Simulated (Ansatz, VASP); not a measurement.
BaZrO3: VASP beside Ansatz

```xyz
5
Lattice="4.2268 0.0000 0.0000 0.0000 4.2268 0.0000 0.0000 0.0000 4.2268" Properties=species:S:1:pos:R:3 pbc="T T T"
Ba    0.0000    0.0000    0.0000
Zr    2.1134    2.1134    2.1134
O     2.1134    0.0000    2.1134
O     2.1134    2.1134    0.0000
O     0.0000    2.1134    2.1134
```

Alike in both runs: functional PBE; k mesh 6 × 6 × 6; occupations gaussian, width 0.02 eV; no spin polarisation.

Ansatz relaxed the structure, and its values are those at the end. VASP's run is a single point on that final structure, the one shown.

|  | VASP | Ansatz |
| --- | --- | --- |
| version | VASP 6.6.1 | Ansatz 0.2.0 |
| potentials or method | VASP PAW PBE potentials, release 64 (Ba_sv, Zr_sv, O), cutoff 520 eV | scalar-relativistic, plane waves, PAW |
| valence electrons in the cell | 40 | 40 |

VASP gave:

* gap on the k mesh at the Fermi level (eV): 3.13
* least direct gap on the mesh (eV): 3.38
* pressure (GPa): 1.0

Q: Estimate Ansatz's values.

A: gap on the k mesh at the Fermi level (eV): 3.18; least direct gap on the mesh (eV): 3.40; pressure (GPa): 0.0.

With one functional, cell and mesh, what is left measures potentials, basis and numerics.

Neither program's run includes spin-orbit coupling.
